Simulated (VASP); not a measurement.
# Hg (P6/mmm) in VASP: single point with PBE

Aim: the single point of Hg with PBE.

Everything below comes from runs of VASP 6.6.1. Logs are shortened: lines on timing, memory, paths and dates and some standing lists are left out, and cuts for length are marked.

## 1. The cell of the first run

It takes space group P6/mmm (No. 191, hexagonal). Conventional cell: a = 5.567 Å, b = 5.567 Å, c = 3.281 Å, α = 90.00°, β = 90.00°, γ = 120.00°. Hg (site symmetry 6/mmm) has 14 Hg at 3.28 to 3.61 Å within 4.3 Å. Within 4.2 Å of Hg (site symmetry -6m2) lie 11 Hg at 3.21 to 3.61 Å.

## 2. Single point, PBE

Input file INCAR:

```
PREC = Accurate
ENCUT = 520
EDIFF = 1E-7
ISMEAR = -1
SIGMA = 0.1
LREAL = False
LASPH = True
NELM = 80
ALGO = Normal
ISIF = 2
LWAVE = False
LCHARG = True
GGA = PE
LELF = True
LVHAR = True
NBANDS = 25
```

Input file KPOINTS:

```
regular mesh
0
Gamma
  9 9 13
```

Input file POSCAR:

```
Hg
1.0
    5.5667935066      0.0000000000      0.0000000000
   -2.7833967533      4.8209845944      0.0000000000
    0.0000000000      0.0000000000      3.2813545020
Hg
3
Direct
    1.0000000000      1.0000000000      0.0000000000
    0.3333333333      0.6666666667      0.5000000000
    0.6666666667      0.3333333333      0.5000000000
```

Potentials or basis: VASP PAW PBE potentials, release 64 (Hg).

Run with:

```sh
> cat potpaw_PBE.64/Hg/POTCAR > POTCAR
> mpirun -np 1 vasp_std > vasp.out
```

OUTCAR:

```text
PREC = Accurate
   ENCUT = 520
   EDIFF = 1E-7
   ISMEAR = -1
   LREAL = False
   LASPH = True
   NELM = 80
   ISIF = 2
   GGA = PE

 ion  position               nearest neighbor table
   1  0.000  0.000  0.000-   2 3.61   3 3.61   2 3.61   3 3.61   3 3.61   3 3.61   2 3.61   2 3.61
                             3 3.61   3 3.61   2 3.61   2 3.61
   2  0.333  0.667  0.500-   3 3.21   3 3.21   3 3.21   1 3.61   1 3.61   1 3.61   1 3.61   1 3.61
                             1 3.61
   3  0.667  0.333  0.500-   2 3.21   2 3.21   2 3.21   1 3.61   1 3.61   1 3.61   1 3.61   1 3.61
                             1 3.61

  LATTYP: Found a hexagonal cell.
 ALAT       =     5.5667935066
 C/A-ratio  =     0.5894514496

  Lattice vectors:

 A1 = (   5.5667935066,   0.0000000000,   0.0000000000)
 A2 = (  -2.7833967533,   4.8209845944,   0.0000000000)
 A3 = (   0.0000000000,   0.0000000000,   3.2813545020)

Analysis of symmetry for initial positions (statically):
=====================================================================
 Subroutine PRICEL returns:
 Original cell was already a primitive cell.

 Routine SETGRP: Setting up the symmetry group for a
 hexagonal supercell.

 Subroutine GETGRP returns: Found 24 space group operations
 (whereof 24 operations were pure point group operations)
 out of a pool of 24 trial point group operations.

The static configuration has the point symmetry D_6h.

Analysis of symmetry for dynamics (positions and initial velocities):
=====================================================================
 Subroutine PRICEL returns:
 Original cell was already a primitive cell.

 Routine SETGRP: Setting up the symmetry group for a
 hexagonal supercell.

 Subroutine GETGRP returns: Found 24 space group operations
 (whereof 24 operations were pure point group operations)
 out of a pool of 24 trial point group operations.

The dynamic configuration has the point symmetry D_6h.

 Subroutine INISYM returns: Found 24 space group operations
 (whereof 24 operations are pure point group operations),
 and found     1 'primitive' translations

----------------------------------------------------------------------------------------

                                     Primitive cell

  volume of cell :      88.0631

  direct lattice vectors                    reciprocal lattice vectors
     5.566793507  0.000000000  0.000000000     0.179636625  0.103713254  0.000000000
    -2.783396753  4.820984594  0.000000000     0.000000000  0.207426508  0.000000000
     0.000000000  0.000000000  3.281354502     0.000000000  0.000000000  0.304752199

  length of vectors
     5.566793507  5.566793507  3.281354502     0.207426508  0.207426508  0.304752199

  position of ions in fractional coordinates (direct lattice)
     0.000000000  0.000000000  0.000000000
     0.333333333  0.666666667  0.500000000
     0.666666667  0.333333333  0.500000000

  ion indices of the primitive-cell ions
   primitive index   ion index
                 1           1
                 2           2
                 3           3

----------------------------------------------------------------------------------------

 KPOINTS: regular mesh

Automatic generation of k-mesh.
 Grid dimensions read from file:
 generate k-points for:    9    9   13

 Generating k-lattice:

  Cartesian coordinates                     Fractional coordinates (reciprocal lattice)
     0.019959625  0.011523695  0.000000000     0.111111111  0.000000000  0.000000000
     0.000000000  0.023047390  0.000000000     0.000000000  0.111111111  0.000000000
     0.000000000  0.000000000  0.023442477     0.000000000  0.000000000  0.076923077

  Length of vectors
     0.023047390  0.023047390  0.023442477

  Shift w.r.t. Gamma in fractional coordinates (k-lattice)
     0.000000000  0.000000000  0.000000000

 Subroutine IBZKPT returns following result:
 ===========================================

 Found     84 irreducible k-points:

 Following reciprocal coordinates:
            Coordinates               Weight
  0.000000  0.000000  0.000000      1.000000
  0.111111  0.000000  0.000000      6.000000
  0.222222  0.000000  0.000000      6.000000
  0.333333  0.000000  0.000000      6.000000
  0.444444  0.000000  0.000000      6.000000
  0.111111  0.111111  0.000000      6.000000
[... 16 lines left out ...]
  0.333333  0.222222  0.076923     24.000000
  0.333333  0.333333  0.076923      4.000000
 [... further k-points ...]
   k-points           NKPTS =     84   k-points in BZ     NKDIM =     84   number of bands    NBANDS=     25
   number of dos      NEDOS =    301   number of ions     NIONS =      3
   total plane-waves  NPLWV =  42336
   dimension x,y,z NGX =    42 NGY =   42 NGZ =   24
   dimension x,y,z NGXF=    84 NGYF=   84 NGZF=   48
   ions per type =               3
   NGX,Y,Z   is equivalent  to a cutoff of  12.54, 12.54, 12.16 a.u.
   NGXF,Y,Z  is equivalent  to a cutoff of  25.09, 25.09, 24.32 a.u.
 SYSTEM =  unknown system
   PREC   = accura    normal or accurate (medium, high low for compatibility)
   ISTART =      0    job   : 0-new  1-cont  2-samecut
   ICHARG =      2    charge: 1-file 2-atom 10-const
   ISPIN  =      1    spin polarized calculation?
   LNONCOLLINEAR =      F non collinear calculations
   LSORBIT =      F    spin-orbit coupling
   LASPH  =      T    aspherical Exc in radial PAW
   ENCUT  =  520.0 eV  38.22 Ry    6.18 a.u.  10.35 10.35  6.10*2*pi/ulx,y,z
   NELM   =     80;   NELMIN=  2; NELMDL= -5     # of ELM steps
   EDIFF  = 0.1E-06   stopping-criterion for ELM
   LREAL  =      F    real-space projection
   EDIFFG = 0.1E-05   stopping-criterion for IOM
   NSW    =      0    number of steps for IOM
   IBRION =     -1    ionic relax: 0-MD 1-quasi-New 2-CG
   NFREE  =      0    steps in history (QN), initial steepest desc. (CG)
   ISIF   =      2    stress and relaxation
   ISYM   =      2    0-nonsym 1-usesym 2-fastsym
   POTIM  = 0.5000    time-step for ionic-motion
   TEBEG  =    0.0;   TEEND  =   0.0 temperature during run
   PSTRESS=    0.0 pullay stress
   NELECT =      36.0000    total number of electrons
   NUPDOWN=      -1.0000    fix difference up-down
   EMIN   =  10.00;   EMAX   =-10.00  energy-range for DOS
   EFERMI =   0.00;   METHOD = LEGACY
   ISMEAR =    -1;   SIGMA  =   0.10  broadening in eV -4-tet -1-fermi 0-gaus
   EFERMI_NEDOS =   21; number of points for ismear=-14 and -15
   IALGO  =     38    algorithm
   IMIX   =      4    mixing-type and parameters
     AMIX     =   0.40;   BMIX     =  1.00
     AMIX_MAG =   1.60;   BMIX_MAG =  1.00
  volume/ion in A,a.u.               =      29.35       198.09
  Fermi-wavevector in a.u.,A,eV,Ry     =   1.215004  2.296024 20.085389  1.476234
  Thomas-Fermi vector in A             =   2.350405
   LORBIT       =      0    0 simple, 1 ext, 2 COOP (PROOUT), +10 PAW based schemes
   GGA     = PE    functional components
   LHFCALC =     F    Hartree Fock is set to
   AEXX    =    0.0000 exact exchange contribution
   IVDW    =     0    specifies the selected vdW correction
   LEPSILON=     F    determine dielectric tensor
   LRPA    =     F    only Hartree local field effects (RPA)
 non-spin polarized calculation
  energy-cutoff  :      520.00
  volume of cell :       88.06
 maximum number of plane-waves:      2412
 NGX is ok and might be reduce to    42
   NGX = 21   NGY = 21   NGZ = 13

 number of electron      35.9999998 magnetization

 Free energy of the ion-electron system (eV)
  ---------------------------------------------------
  ext. energy  EPLUGINS =         0.00000000
  ---------------------------------------------------
  free energy    TOTEN  =        -0.55272165 eV

  energy without entropy =       -0.53964838  energy(sigma->0) =       -0.54618502

 E-fermi :   1.2821     XC(G=0):  -9.6752

 val. band max:        1.1827181638   @ k =   0.0000   0.0000   0.3077
 cond. band min:       1.4505022880   @ k =   0.3333   0.0000   0.1538
 fundamental gap:      0.2677841243
 Fermi energy:         1.2820568469

 k-point     1 :       0.0000    0.0000    0.0000
  band No.  band energies     occupation
      1      -6.2505      2.00000
      2      -5.8600      2.00000
      3      -5.5048      2.00000
      4      -5.3709      2.00000
      5      -5.2256      2.00000
      6      -5.2256      2.00000
[... 17 lines left out ...]
     24      13.4102      0.00000
     25      14.3469      0.00000

 k-point     2 :       0.1111    0.0000    0.0000
  band No.  band energies     occupation
      1      -6.1624      2.00000
      2      -5.8468      2.00000
      3      -5.5182      2.00000
      4      -5.3973      2.00000
      5      -5.2978      2.00000
      6      -5.2956      2.00000
[... 17 lines left out ...]
     24      13.2522      0.00000
     25      13.5255      0.00000

 k-point     3 :       0.2222    0.0000    0.0000
  band No.  band energies     occupation
      1      -5.9209      2.00000
      2      -5.8095      2.00000
      3      -5.5548      2.00000
      4      -5.5228      2.00000
      5      -5.3858      2.00000
      6      -5.3505      2.00000
[... 17 lines left out ...]
     24      11.4307      0.00000
     25      12.5222      0.00000

 k-point     4 :       0.3333    0.0000    0.0000
  band No.  band energies     occupation
      1      -5.7625      2.00000
      2      -5.7150      2.00000
      3      -5.6192      2.00000
      4      -5.5600      2.00000
      5      -5.4447      2.00000
      6      -5.3242      2.00000
[... 17 lines left out ...]
     24      10.1807      0.00000
     25      10.9923      0.00000
[... 477 lines left out ...]
 k-point    22 :       0.2222    0.2222    0.0769
  band No.  band energies     occupation
      1      -5.7201      2.00000
      2      -5.6704      2.00000
      3      -5.5506      2.00000
      4      -5.5297      2.00000
      5      -5.4867      2.00000
      6      -5.3670      2.00000
[... 17 lines left out ...]
     24       9.5898      0.00000
     25      11.5730      0.00000

 k-point    23 :       0.3333    0.2222    0.0769
  band No.  band energies     occupation
      1      -5.7786      2.00000
      2      -5.6232      2.00000
      3      -5.5804      2.00000
      4      -5.5625      2.00000
      5      -5.4726      2.00000
      6      -5.3881      2.00000
[... 17 lines left out ...]
     24      10.3486      0.00000
     25      10.6387      0.00000

 k-point    24 :       0.3333    0.3333    0.0769
  band No.  band energies     occupation
      1      -5.8007      2.00000
      2      -5.5909      2.00000
      3      -5.5909      2.00000
      4      -5.5490      2.00000
      5      -5.5490      2.00000
      6      -5.3934      2.00000
[... 17 lines left out ...]
     24      10.6593      0.00000
     25      10.8631      0.00000

 [... further k-points ...]

------------------------ aborting loop because EDIFF is reached ----------------------------------------

  FORCE on cell =-STRESS in cart. coord.  units (eV):
  Direction    XX          YY          ZZ          XY          YZ          ZX
  --------------------------------------------------------------------------------------
  -------------------------------------------------------------------------------------
  Total        0.0728417      0.0728417      0.1111941      0.0000000     -0.0000000      0.0000000
  in kB        1.3252470      1.3252470      2.0230112      0.0000000     -0.0000000      0.0000000
  external PRESSURE =       1.5578351 kB  Pullay stress =       0.0000000 kB

 VOLUME and BASIS-vectors are now :
 -----------------------------------------------------------------------------
  energy-cutoff  :      520.00
  volume of cell :       88.06
      direct lattice vectors                 reciprocal lattice vectors
     5.566793507  0.000000000  0.000000000     0.179636625  0.103713254  0.000000000
    -2.783396753  4.820984594  0.000000000     0.000000000  0.207426508  0.000000000
     0.000000000  0.000000000  3.281354502     0.000000000  0.000000000  0.304752199

 POSITION                                       TOTAL-FORCE (eV/Angst)
 -----------------------------------------------------------------------------------
      0.00000      0.00000      0.00000         0.000000      0.000000      0.000000
     -0.00000      3.21399      1.64068        -0.000000      0.000000     -0.000000
      2.78340      1.60699      1.64068         0.000000     -0.000000      0.000000
 -----------------------------------------------------------------------------------
    total drift:                               -0.000000      0.000000     -0.000000

  FREE ENERGIE OF THE ION-ELECTRON SYSTEM (eV)
  ---------------------------------------------------
  free  energy   TOTEN  =        -0.5527216513 eV

  energy  without entropy=       -0.5396483817  energy(sigma->0) =       -0.54618502
```

Wall time 2 min (1 thread of Oxide Virtual Turin-like, shared host); peak memory 0.25 GiB.

What came out:

```
Free energy            : -0.5527 eV
Pressure               : 0.2 GPa
Band gap on the k mesh : zero (bands 18 and 19 overlap by 2.07 eV)
```

Levels at points of the mesh, in eV from the Fermi level:
| k point | band 15 | band 16 | band 17 | band 18 | band 19 | band 20 | band 21 | band 22 |
| --- | --- | --- | --- | --- | --- | --- | --- | --- |
| (0.00, 0.00, 0.00) | -5.71 | -5.71 | -1.53 | -1.19 | 1.83 | 1.83 | 1.90 | 1.90 |

Caveat: spin-orbit coupling is left out, which moves the levels of the heavy elements.

The gap in the log of VASP goes by the Fermi energy; the results here count the filled bands.